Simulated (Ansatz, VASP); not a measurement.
One calculation of Na, two programs

INCAR

```
SYSTEM = Na
  PREC = Accurate
  ENCUT = 400
  EDIFF = 1E-8
  ISMEAR = -1
  SIGMA = 0.05
  LREAL = .FALSE.
  LASPH = .TRUE.
  NELM = 120
  ALGO = Normal
  ISIF = 2
  LWAVE = .FALSE.
  LCHARG = .FALSE.
  GGA = PE
  LEFG = .TRUE.
  NBANDS = 10
  GGA_COMPAT = .FALSE.
```

KPOINTS

```
Automatic mesh
0
G
  12 12 12
  0 0 0
```

Contents of POSCAR:

```
Na
1.0
   -2.1104180073      2.1104180073      2.1104180073
    2.1104180073     -2.1104180073      2.1104180073
    2.1104180073      2.1104180073     -2.1104180073
Na
1
Direct
    0.0000000000      0.0000000000      0.0000000000
```

Input for Ansatz:

```yaml
crystal:
  lattice:
    - [-2.1104180073, 2.1104180073, 2.1104180073]
    - [2.1104180073, -2.1104180073, 2.1104180073]
    - [2.1104180073, 2.1104180073, -2.1104180073]
  atoms:
    - { symbol: Na, position: [0.0, 0.0, 0.0] }
kpoints:
  mp_grid: { grid: [12, 12, 12] }
scf:
  occupations: { method: fermi_dirac, width: 0.05 }
hamiltonian:
  xc: pbe
  pseudopotentials: { kind: all_electron, datasets: crystal }
output:
  forces: true
  stress: true
  eigenvalues: true
  efg: { contact_densities: true }
```

Change from the starting cell: volume scaled by 0.99, crystal datasets.

Alike in both runs: task electric field gradients; functional PBE; k mesh 12 × 12 × 12; occupations fermi-dirac, width 0.05 eV; no spin polarisation.

|  | VASP | Ansatz |
| --- | --- | --- |
| version | VASP 6.6.1 | Ansatz 0.2.0 |
| potentials or method | VASP PAW PBE potentials, release 64 (Na_pv), cutoff 400 eV | all-electron PAW with datasets made for the crystal, scalar-relativistic |

Ansatz gave:

```
pressure (GPa) : -0.1
```

Problem. Which values does VASP return?

Solution. Pressure (GPa): -0.3.

Ansatz ran all-electron here, and VASP with PAW potentials.
